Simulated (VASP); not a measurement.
# C in VASP: notebook

The runs below take C through single point, relaxation of cell and atoms, with PBE.

All numbers are computed with VASP 6.6.1; they aren't measurements. Logs are shortened: lines on timing, memory, paths and dates and some standing lists are left out, and cuts for length are marked.

## 1. The cell of the first run

The typed cell holds 8 atoms: a = 2.516 Å, b = 4.358 Å, c = 8.801 Å, α = 90.00°, β = 90.00°, γ = 90.00°.

## 2. Single point, PBE (biaxial strain in the a-b plane: +2.0 %, then relaxed in part)

Contents of INCAR:

```
SYSTEM = C
PREC = Accurate
ENCUT = 520
EDIFF = 1E-6
ISMEAR = 0
SIGMA = 0.1
LREAL = .FALSE.
LASPH = .TRUE.
NELM = 100
ALGO = Normal
ISIF = 2
LWAVE = .FALSE.
LCHARG = .TRUE.
GGA = PE
LELF = .TRUE.
LVHAR = .TRUE.
NBANDS = 26
```

Contents of KPOINTS:

```
Automatic mesh
0
G
  14 8 4
  0 0 0
```

Contents of POSCAR:

```
C
1.0
    2.5159016623      0.0000000000      0.0000000000
    0.0000000000      4.3575107688      0.0000000000
    0.0000000000      0.0000000000      8.8011937858
C
8
Direct
    0.5000000000      0.4166017395      0.7498883401
    0.5000000000      0.9166017395      0.2501116599
    0.5000000000      0.5833982605      0.2501116599
    0.5000000000      0.0833982605      0.7498883401
    0.0000000000      0.9166017395      0.7498883401
    0.0000000000      0.4166017395      0.2501116599
    0.0000000000      0.0833982605      0.2501116599
    0.0000000000      0.5833982605      0.7498883401
```

Potentials or basis: VASP PAW PBE potentials, release 64 (C).

On the command line:

```
$ cat potpaw_PBE.64/C/POTCAR > POTCAR
$ mpirun -np 1 vasp_std > vasp.out
```

OUTCAR:

```text
SYSTEM = C
   PREC = Accurate
   ENCUT = 520
   EDIFF = 1E-6
   ISMEAR = 0
   LREAL = .FALSE.
   LASPH = .TRUE.
   NELM = 100
   ISIF = 2
   GGA = PE

 ion  position               nearest neighbor table
   1  0.500  0.417  0.750-   4 1.45   8 1.45   8 1.45
   2  0.500  0.917  0.250-   3 1.45   7 1.45   7 1.45
   3  0.500  0.583  0.250-   2 1.45   6 1.45   6 1.45
   4  0.500  0.083  0.750-   1 1.45   5 1.45   5 1.45
   5  0.000  0.917  0.750-   8 1.45   4 1.45   4 1.45
   6  0.000  0.417  0.250-   7 1.45   3 1.45   3 1.45
   7  0.000  0.083  0.250-   6 1.45   2 1.45   2 1.45
   8  0.000  0.583  0.750-   5 1.45   1 1.45   1 1.45

  LATTYP: Found a simple orthorhombic cell.
 ALAT       =     2.5159016623
 B/A-ratio  =     1.7319877140
 C/A-ratio  =     3.4982264679

  Lattice vectors:

 A1 = (   2.5159016623,   0.0000000000,   0.0000000000)
 A2 = (   0.0000000000,   4.3575107688,   0.0000000000)
 A3 = (   0.0000000000,   0.0000000000,   8.8011937858)

Analysis of symmetry for initial positions (statically):
=====================================================================
 Subroutine PRICEL returns following result:

  LATTYP: Found a base centered orthorhombic cell.
 ALAT       =     2.5159016623
 B/A-ratio  =     1.7319877140
 C/A-ratio  =     3.4982264679

  Lattice vectors:

 A1 = (   1.2579508312,  -2.1787553844,   0.0000000000)
 A2 = (   1.2579508312,   2.1787553844,   0.0000000000)
 A3 = (   0.0000000000,   0.0000000000,   8.8011937858)

   2 primitive cells build up your supercell.

 Routine SETGRP: Setting up the symmetry group for a
 simple orthorhombic supercell.

 Subroutine GETGRP returns: Found  8 space group operations
 (whereof  4 operations were pure point group operations)
 out of a pool of  8 trial point group operations.

The static configuration has the point symmetry C_2h.
 The point group associated with its full space group is D_2h.

Analysis of symmetry for dynamics (positions and initial velocities):
=====================================================================
 Subroutine PRICEL returns following result:

  LATTYP: Found a base centered orthorhombic cell.
 ALAT       =     2.5159016623
 B/A-ratio  =     1.7319877140
 C/A-ratio  =     3.4982264679

  Lattice vectors:

 A1 = (   1.2579508312,  -2.1787553844,   0.0000000000)
 A2 = (   1.2579508312,   2.1787553844,   0.0000000000)
 A3 = (   0.0000000000,   0.0000000000,   8.8011937858)

   2 primitive cells build up your supercell.

 Routine SETGRP: Setting up the symmetry group for a
 simple orthorhombic supercell.

 Subroutine GETGRP returns: Found  8 space group operations
 (whereof  4 operations were pure point group operations)
 out of a pool of  8 trial point group operations.

The dynamic configuration has the point symmetry C_2h.
 The point group associated with its full space group is D_2h.

 Subroutine INISYM returns: Found  8 space group operations
 (whereof  4 operations are pure point group operations),
 and found     2 'primitive' translations

----------------------------------------------------------------------------------------

                                     Primitive cell

  volume of cell :      48.2440

  direct lattice vectors                    reciprocal lattice vectors
     1.257950831 -2.178755384  0.000000000     0.397471815 -0.229488819  0.000000000
     1.257950831  2.178755384  0.000000000     0.397471815  0.229488819  0.000000000
     0.000000000  0.000000000  8.801193786     0.000000000  0.000000000  0.113620950

  length of vectors
     2.515832927  2.515832927  8.801193786     0.458965099  0.458965099  0.113620950

  position of ions in fractional coordinates (direct lattice)
     0.083398260  0.916601740  0.749888340
     0.583398260  0.416601740  0.250111660
     0.916601740  0.083398260  0.250111660
     0.416601740  0.583398260  0.749888340

  ion indices of the primitive-cell ions
   primitive index   ion index
                 1           1
                 2           2
                 3           3
                 4           4

----------------------------------------------------------------------------------------

 KPOINTS: Automatic mesh

Automatic generation of k-mesh.
 Grid dimensions read from file:
 generate k-points for:   14    8    4

 Generating k-lattice:

  Cartesian coordinates                     Fractional coordinates (reciprocal lattice)
     0.028390844  0.000000000  0.000000000     0.071428571  0.000000000  0.000000000
     0.000000000  0.028686102  0.000000000     0.000000000  0.125000000  0.000000000
     0.000000000  0.000000000  0.028405238     0.000000000  0.000000000  0.250000000

  Length of vectors
     0.028390844  0.028686102  0.028405238

  Shift w.r.t. Gamma in fractional coordinates (k-lattice)
     0.000000000  0.000000000  0.000000000

 Subroutine IBZKPT returns following result:
 ===========================================

 Found    120 irreducible k-points:

 Following reciprocal coordinates:
            Coordinates               Weight
  0.000000  0.000000  0.000000      1.000000
  0.071429  0.000000  0.000000      2.000000
  0.142857  0.000000  0.000000      2.000000
  0.214286  0.000000  0.000000      2.000000
  0.285714  0.000000  0.000000      2.000000
  0.357143  0.000000  0.000000      2.000000
[... 16 lines left out ...]
  0.428571  0.250000  0.000000      4.000000
  0.500000  0.250000  0.000000      2.000000
 [... further k-points ...]
   k-points           NKPTS =    120   k-points in BZ     NKDIM =    120   number of bands    NBANDS=     26
   number of dos      NEDOS =    301   number of ions     NIONS =      8
   total plane-waves  NPLWV =  44800
   dimension x,y,z NGX =    20 NGY =   32 NGZ =   70
   dimension x,y,z NGXF=    40 NGYF=   64 NGZF=  140
   ions per type =               8
   NGX,Y,Z   is equivalent  to a cutoff of  13.22, 12.21, 13.22 a.u.
   NGXF,Y,Z  is equivalent  to a cutoff of  26.43, 24.42, 26.44 a.u.
 SYSTEM =  C
   PREC   = accura    normal or accurate (medium, high low for compatibility)
   ISTART =      0    job   : 0-new  1-cont  2-samecut
   ICHARG =      2    charge: 1-file 2-atom 10-const
   ISPIN  =      1    spin polarized calculation?
   LNONCOLLINEAR =      F non collinear calculations
   LSORBIT =      F    spin-orbit coupling
   LASPH  =      T    aspherical Exc in radial PAW
   ENCUT  =  520.0 eV  38.22 Ry    6.18 a.u.   4.68  8.10 16.36*2*pi/ulx,y,z
   NELM   =    100;   NELMIN=  2; NELMDL= -5     # of ELM steps
   EDIFF  = 0.1E-05   stopping-criterion for ELM
   LREAL  =      F    real-space projection
   EDIFFG = 0.1E-04   stopping-criterion for IOM
   NSW    =      0    number of steps for IOM
   IBRION =     -1    ionic relax: 0-MD 1-quasi-New 2-CG
   NFREE  =      0    steps in history (QN), initial steepest desc. (CG)
   ISIF   =      2    stress and relaxation
   ISYM   =      2    0-nonsym 1-usesym 2-fastsym
   POTIM  = 0.5000    time-step for ionic-motion
   TEBEG  =    0.0;   TEEND  =   0.0 temperature during run
   PSTRESS=    0.0 pullay stress
   NELECT =      32.0000    total number of electrons
   NUPDOWN=      -1.0000    fix difference up-down
   EMIN   =  10.00;   EMAX   =-10.00  energy-range for DOS
   EFERMI =   0.00;   METHOD = LEGACY
   ISMEAR =     0;   SIGMA  =   0.10  broadening in eV -4-tet -1-fermi 0-gaus
   EFERMI_NEDOS =   21; number of points for ismear=-14 and -15
   IALGO  =     38    algorithm
   IMIX   =      4    mixing-type and parameters
     AMIX     =   0.40;   BMIX     =  1.00
     AMIX_MAG =   1.60;   BMIX_MAG =  1.00
  volume/ion in A,a.u.               =      12.06        81.39
  Fermi-wavevector in a.u.,A,eV,Ry     =   1.133184  2.141406 17.471308  1.284105
  Thomas-Fermi vector in A             =   2.269886
   LORBIT       =      0    0 simple, 1 ext, 2 COOP (PROOUT), +10 PAW based schemes
   GGA     = PE    functional components
   LHFCALC =     F    Hartree Fock is set to
   AEXX    =    0.0000 exact exchange contribution
   IVDW    =     0    specifies the selected vdW correction
   LEPSILON=     F    determine dielectric tensor
   LRPA    =     F    only Hartree local field effects (RPA)
 non-spin polarized calculation
 Gauss-broadening in eV      SIGMA  =   0.10
  energy-cutoff  :      520.00
  volume of cell :       96.49
 maximum number of plane-waves:      2619
 NGX is ok and might be reduce to    20
   NGX =  9   NGY = 17   NGZ = 33

 number of electron      31.9999999 magnetization

 Free energy of the ion-electron system (eV)
  ---------------------------------------------------
  ext. energy  EPLUGINS =         0.00000000
  ---------------------------------------------------
  free energy    TOTEN  =       -73.61971204 eV

  energy without entropy =      -73.61971046  energy(sigma->0) =      -73.61971125

 E-fermi :   2.2431     XC(G=0):  -8.4323

 val. band max:        1.9893495531   @ k =   0.3571   0.0000   0.0000
 cond. band min:       2.4906352280   @ k =   0.3571   0.0000   0.0000
 fundamental gap:      0.5012856749
 Fermi energy:         2.2430742357

 k-point     1 :       0.0000    0.0000    0.0000
  band No.  band energies     occupation
      1     -16.7905      2.00000
      2     -16.7633      2.00000
      3     -11.8097      2.00000
      4     -11.7920      2.00000
      5     -10.6061      2.00000
      6     -10.5914      2.00000
[... 18 lines left out ...]
     25      10.1990      0.00000
     26      10.2018      0.00000

 k-point     2 :       0.0714    0.0000    0.0000
  band No.  band energies     occupation
      1     -16.7031      2.00000
      2     -16.6762      2.00000
      3     -11.7334      2.00000
      4     -11.7160      2.00000
      5     -10.5362      2.00000
      6     -10.5217      2.00000
[... 18 lines left out ...]
     25      10.5473      0.00000
[... 608 lines left out ...]
     25      11.4151      0.00000
     26      12.4655      0.00000

 k-point    24 :       0.5000    0.2500    0.0000
  band No.  band energies     occupation
      1     -12.3603      2.00000
      2     -12.3603      2.00000
      3     -12.3437      2.00000
      4     -12.3437      2.00000
      5      -9.4875      2.00000
      6      -9.4875      2.00000
[... 18 lines left out ...]
     25      11.4598      0.00000
     26      11.4598      0.00000

 [... further k-points ...]

------------------------ aborting loop because EDIFF is reached ----------------------------------------

  FORCE on cell =-STRESS in cart. coord.  units (eV):
  Direction    XX          YY          ZZ          XY          YZ          ZX
  --------------------------------------------------------------------------------------
  -------------------------------------------------------------------------------------
  Total       -9.9350701    -10.1311131     -0.0250504      0.0000000     -0.0000000      0.0000000
  in kB     -164.9710740   -168.2263530     -0.4159604      0.0000000     -0.0000000      0.0000000
  external PRESSURE =    -111.2044625 kB  Pullay stress =       0.0000000 kB

 VOLUME and BASIS-vectors are now :
 -----------------------------------------------------------------------------
  energy-cutoff  :      520.00
  volume of cell :       96.49
      direct lattice vectors                 reciprocal lattice vectors
     2.515901662  0.000000000  0.000000000     0.397471815  0.000000000  0.000000000
     0.000000000  4.357510769  0.000000000     0.000000000  0.229488819  0.000000000
     0.000000000  0.000000000  8.801193786     0.000000000  0.000000000  0.113620950

 POSITION                                       TOTAL-FORCE (eV/Angst)
 -----------------------------------------------------------------------------------
      1.25795      1.81535      6.59991         0.000000      0.000416      0.000022
      1.25795      3.99410      2.20128        -0.000000      0.000416     -0.000022
      1.25795      2.54216      2.20128        -0.000000     -0.000416     -0.000022
      1.25795      0.36341      6.59991         0.000000     -0.000416      0.000022
      0.00000      3.99410      6.59991         0.000000      0.000416      0.000022
      0.00000      1.81535      2.20128        -0.000000      0.000416     -0.000022
      0.00000      0.36341      2.20128        -0.000000     -0.000416     -0.000022
      0.00000      2.54216      6.59991         0.000000     -0.000416      0.000022
 -----------------------------------------------------------------------------------
    total drift:                                0.000000     -0.000000      0.000000

  FREE ENERGIE OF THE ION-ELECTRON SYSTEM (eV)
  ---------------------------------------------------
  free  energy   TOTEN  =       -73.6197120395 eV

  energy  without entropy=      -73.6197104607  energy(sigma->0) =      -73.61971125
```

Run time: 1.8 min. Hardware: 1 thread of Intel Xeon 6975P-C (Granite Rapids), shared host; peak memory 0.32 GiB.

Results:

| Property | Result |
| --- | --- |
| Free energy | -73.6197 eV |
| Pressure | -11.1 GPa |

Caveat: the cell differs from its parent crystal (biaxial strain in the a-b plane: +2.0 %, then relaxed in part); the stress differs along the axes, from -17 to -0 GPa; this functional lacks dispersion, which binds layers or chains, so the pressure and a relaxed spacing across them are unreliable.

## 3. Single point, PBE (biaxial strain in the a-b plane: +3.0 %, then relaxed in part)

Contents of INCAR:

```
PREC = Accurate
ENCUT = 520
EDIFF = 1E-6
ISMEAR = 0
SIGMA = 0.1
LREAL = F
LASPH = T
NELM = 60
ALGO = Normal
ISIF = 2
LWAVE = F
LCHARG = T
GGA = PE
LELF = T
LVHAR = T
NBANDS = 26
```

Contents of KPOINTS:

```
regular mesh
0
Gamma
  14 8 4
```

Contents of POSCAR:

```
C
1.0
    2.5405673649      0.0000000000      0.0000000000
    0.0000000000      4.4002314626      0.0000000000
    0.0000000000      0.0000000000      8.8150037337
C
8
Direct
    0.5000000000      0.4165984398      0.7500180283
    0.5000000000      0.9165984398      0.2499819717
    0.5000000000      0.5834015602      0.2499819717
    0.5000000000      0.0834015602      0.7500180283
    0.0000000000      0.9165984398      0.7500180283
    0.0000000000      0.4165984398      0.2499819717
    0.0000000000      0.0834015602      0.2499819717
    0.0000000000      0.5834015602      0.7500180283
```

Potentials or basis: VASP PAW PBE potentials, release 64 (C).

On the command line:

```
$ cat potpaw_PBE.64/C/POTCAR > POTCAR
$ mpirun -np 1 vasp_std > vasp.out
```

OUTCAR:

```text
PREC = Accurate
   ENCUT = 520
   EDIFF = 1E-6
   ISMEAR = 0
   LREAL = F
   LASPH = T
   NELM = 60
   ISIF = 2
   GGA = PE

 ion  position               nearest neighbor table
   1  0.500  0.417  0.750-   4 1.47   8 1.47   8 1.47
   2  0.500  0.917  0.250-   3 1.47   7 1.47   7 1.47
   3  0.500  0.583  0.250-   2 1.47   6 1.47   6 1.47
   4  0.500  0.083  0.750-   1 1.47   5 1.47   5 1.47
   5  0.000  0.917  0.750-   8 1.47   4 1.47   4 1.47
   6  0.000  0.417  0.250-   7 1.47   3 1.47   3 1.47
   7  0.000  0.083  0.250-   6 1.47   2 1.47   2 1.47
   8  0.000  0.583  0.750-   5 1.47   1 1.47   1 1.47

  LATTYP: Found a simple orthorhombic cell.
 ALAT       =     2.5405673649
 B/A-ratio  =     1.7319877140
 C/A-ratio  =     3.4696988773

  Lattice vectors:

 A1 = (   2.5405673649,   0.0000000000,   0.0000000000)
 A2 = (   0.0000000000,   4.4002314626,   0.0000000000)
 A3 = (   0.0000000000,   0.0000000000,   8.8150037337)

Analysis of symmetry for initial positions (statically):
=====================================================================
[... 211 lines left out ...]
  band No.  band energies     occupation
      1     -16.7202      2.00000
      2     -16.6929      2.00000
      3     -11.8645      2.00000
      4     -11.8467      2.00000
      5     -10.5873      2.00000
      6     -10.5722      2.00000
[... 685 lines left out ...]
     25      11.2680      0.00000
     26      11.2680      0.00000

 [... further k-points ...]

------------------------ aborting loop because EDIFF is reached ----------------------------------------

  FORCE on cell =-STRESS in cart. coord.  units (eV):
  Direction    XX          YY          ZZ          XY          YZ          ZX
  --------------------------------------------------------------------------------------
  -------------------------------------------------------------------------------------
  Total      -14.6702597    -14.8700968     -0.0230562      0.0000000      0.0000000      0.0000000
  in kB     -238.5171697   -241.7662310     -0.3748608      0.0000000      0.0000000      0.0000000
  external PRESSURE =    -160.2194205 kB  Pullay stress =       0.0000000 kB

 VOLUME and BASIS-vectors are now :
 -----------------------------------------------------------------------------
  energy-cutoff  :      520.00
  volume of cell :       98.54
      direct lattice vectors                 reciprocal lattice vectors
     2.540567365  0.000000000  0.000000000     0.393612865  0.000000000  0.000000000
     0.000000000  4.400231463  0.000000000     0.000000000  0.227260772  0.000000000
     0.000000000  0.000000000  8.815003734     0.000000000  0.000000000  0.113442947

 POSITION                                       TOTAL-FORCE (eV/Angst)
 -----------------------------------------------------------------------------------
      1.27028      1.83313      6.61141        -0.000000      0.000294     -0.000006
      1.27028      4.03325      2.20359        -0.000000      0.000294      0.000006
      1.27028      2.56710      2.20359        -0.000000     -0.000294      0.000006
      1.27028      0.36699      6.61141        -0.000000     -0.000294     -0.000006
      0.00000      4.03325      6.61141         0.000000      0.000294     -0.000006
      0.00000      1.83313      2.20359         0.000000      0.000294      0.000006
      0.00000      0.36699      2.20359         0.000000     -0.000294      0.000006
      0.00000      2.56710      6.61141        -0.000000     -0.000294     -0.000006
 -----------------------------------------------------------------------------------
    total drift:                                0.000000      0.000000      0.000000

  FREE ENERGIE OF THE ION-ELECTRON SYSTEM (eV)
  ---------------------------------------------------
  free  energy   TOTEN  =       -73.3785082955 eV

  energy  without entropy=      -73.3785058405  energy(sigma->0) =      -73.37850707
```

stdout:

```text
POSCAR found type information on POSCAR C
 POSCAR found :  1 types and       8 ions
 scaLAPACK will be used
 LDA part: xc-table for (Slater+PW92), standard interpolation
 POSCAR, INCAR and KPOINTS ok, starting setup
 FFT: planning ... GRIDC
 FFT: planning ... GRID_SOFT
 FFT: planning ... GRID
 WAVECAR not read
 entering main loop
```

Run time: 2 min. Hardware: 1 thread of Intel Xeon 6975P-C (Granite Rapids), shared host; peak memory 0.33 GiB.

Results:

- Free energy: -73.3785 eV
- Pressure: -16.0 GPa

Caveat: the cell differs from its parent crystal (biaxial strain in the a-b plane: +3.0 %, then relaxed in part); the stress differs along the axes, from -24 to -0 GPa; this functional lacks dispersion, which binds layers or chains, so the pressure and a relaxed spacing across them are unreliable.

(Continued in part 2 of 2.)
